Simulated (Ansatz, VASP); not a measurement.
## KCl in VASP and in Ansatz

File INCAR:

```
PREC = Accurate ; ENCUT = 520
EDIFF = 1E-6 ; ISMEAR = 0
SIGMA = 0.05 ; LREAL = False
LASPH = True ; NELM = 60
ALGO = Normal ; ISIF = 2
LWAVE = False ; LCHARG = False
GGA = PS ; NBANDS = 15
```

KPOINTS

```
Automatic mesh
0
Gamma
  6 6 6
```

File POSCAR:

```
KCl
1.0
    4.0311558000      0.0000000000      0.0000000000
    0.0000000000      4.0311558000      0.0000000000
    0.0000000000      0.0000000000      3.9351759000
K Cl
1 1
Direct
    0.0000000000      0.0000000000      0.0000000000
    0.5000000000      0.5000000000      0.5000000000
```

Input for Ansatz:

```yaml
crystal:
  lattice:
    - [4.0311558, 0.0, 0.0]
    - [0.0, 4.0311558, 0.0]
    - [0.0, 0.0, 3.9351759]
  atoms:
    - { symbol: K, position: [0.0, 0.0, 0.0] }
    - { symbol: Cl, position: [0.5, 0.5, 0.5] }
basis:
  ecutwfc: 420
kpoints:
  mp_grid: { grid: [6, 6, 6] }
hamiltonian:
  xc: pbesol
scf:
  occupations: { method: gaussian, width: 0.05 }
output:
  forces: true
  stress: true
  eigenvalues: true
```

Change from the starting cell: strain +0.050 along x and y, +0.025 along z, atoms carried along.

Alike in both runs: task single point; functional PBEsol; k mesh 6 × 6 × 6; occupations gaussian, width 0.05 eV; no spin polarisation.

|  | VASP | Ansatz |
| --- | --- | --- |
| version | VASP 6.6.1 | Ansatz 0.2.0 |
| potentials or method | VASP PAW PBE potentials, release 64 (K_sv, Cl), cutoff 520 eV | scalar-relativistic, plane waves, PAW |
| valence electrons in the cell | 16 | 16 |

|  | VASP | Ansatz | Ansatz less VASP |
| --- | --- | --- | --- |
| gap on the k mesh at the Fermi level (eV) | 4.12 | 4.12 | +0.002 |
| least direct gap on the mesh (eV) | 4.29 | 4.29 | +0.002 |
| pressure (GPa) | -2.7 | -2.7 | +0.01 |
| traceless stress, the component that is largest in VASP (GPa) | 0.58 | 0.58 | +0.001 |

VASP's potentials were made for PBE, not for PBEsol.
